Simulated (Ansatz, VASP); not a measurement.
**Be3Ga2: VASP beside Ansatz**

The input INCAR:

```
SYSTEM = Be3Ga2
PREC = Accurate
ENCUT = 600
EDIFF = 1E-7
ISMEAR = 0
SIGMA = 0.1
LREAL = .False.
LASPH = .True.
NELM = 120
ALGO = Normal
ISIF = 3
LWAVE = .False.
LCHARG = .False.
GGA = PE
IBRION = 2
NSW = 100
EDIFFG = -0.01
GGA_COMPAT = .False.
NELMIN = 4
```

The input KPOINTS:

```
regular mesh
0
Gamma
  10 10 10
  0 0 0
```

POSCAR

```
Be3Ga2
1.0
    4.2721311594      0.0000000000      0.0000000000
    0.0000000000      4.2721311594      0.0000000000
    0.0000000000      0.0000000000      4.2721311594
Be Ga
3 2
Direct
    0.5000000000      0.0000000000      0.0000000000
    0.0000000000      0.5000000000      0.0000000000
    0.0000000000      0.0000000000      0.5000000000
    0.0000000000      0.0000000000      0.0000000000
    0.5000000000      0.5000000000      0.5000000000
```

Input for Ansatz:

```yaml
crystal:
  lattice:
    - [4.2721311594, 0.0, 0.0]
    - [0.0, 4.2721311594, 0.0]
    - [0.0, 0.0, 4.2721311594]
  atoms:
    - { symbol: Be, position: [0.5, 0.0, 0.0] }
    - { symbol: Be, position: [0.0, 0.5, 0.0] }
    - { symbol: Be, position: [0.0, 0.0, 0.5] }
    - { symbol: Ga, position: [0.0, 0.0, 0.0] }
    - { symbol: Ga, position: [0.5, 0.5, 0.5] }
basis:
  ecutwfc: 420
kpoints:
  mp_grid: { grid: [10, 10, 10] }
hamiltonian:
  xc: pbe
scf:
  occupations: { method: gaussian, width: 0.1 }
output:
  forces: true
  stress: true
  eigenvalues: true
  write_density: true
  write_potential: true
  elf: true
  volumetric_format: npy
relax:
  adjacent_minimum: "off"
  f_tol: 0.01
  max_steps: 80
  cell: { stress_tol: 0.05 }
```

Alike in both runs: task relaxation of cell and atoms; functional PBE; k mesh 10 × 10 × 10; occupations gaussian, width 0.1 eV; no spin polarisation.

|  | VASP | Ansatz |
| --- | --- | --- |
| version | VASP 6.6.1 | Ansatz 0.2.0 |
| potentials or method | VASP PAW PBE potentials, release 64 (Be, Ga_d), cutoff 600 eV | scalar-relativistic, plane waves, PAW |
| valence electrons in the cell | 32 | 32 |

|  | VASP | Ansatz | Ansatz less VASP |
| --- | --- | --- | --- |
| gap on the k mesh at the Fermi level, each at its own relaxed structure (eV) | none | none | - |
| relaxed volume (Å³/atom) | 15.65 | 15.65 | +0.002 |
| relaxed cell length with the largest relative difference (Å) | 4.277 | 4.277 | +0.0002 |

A gap of «none» marks a metal or a gap that the smearing closes.
